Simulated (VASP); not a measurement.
A run of VASP 6.6.1 is set up as follows.

The input INCAR:

```
SYSTEM = CdTe
  PREC = Accurate
  ENCUT = 520
  EDIFF = 1E-6
  ISMEAR = 0
  SIGMA = 0.02
  LREAL = .FALSE.
  LASPH = .TRUE.
  NELM = 80
  ALGO = Normal
  ISIF = 2
  LWAVE = .FALSE.
  LCHARG = .FALSE.
  GGA = PE
  NBANDS = 16
```

KPOINTS

```
regular mesh
0
G
  10 10 10
  0 0 0
```

POSCAR

```
CdTe
1.0
    0.0000000000      3.1126608360      3.1126608360
    3.1126608360      0.0000000000      3.1126608360
    3.1126608360      3.1126608360      0.0000000000
Cd Te
1 1
Direct
    0.0000000000      0.0000000000      0.0000000000
    0.2500000000      0.2500000000      0.2500000000
```

Potentials or basis: VASP PAW PBE potentials, release 64 (Cd, Te).

Launch:

```sh
$ cat potpaw_PBE.64/Cd/POTCAR potpaw_PBE.64/Te/POTCAR > POTCAR
$ mpirun -np 1 vasp_std > vasp.out
```

Q: Predict the band gap on the k mesh.

A: 1.15 eV, direct.

Q: Estimate the pressure.

A: 10.2 GPa.

Caveat: spin-orbit coupling is left out, which moves the levels of the heavy elements. A hybrid or GW would open this gap; PBE tends to underestimate it.
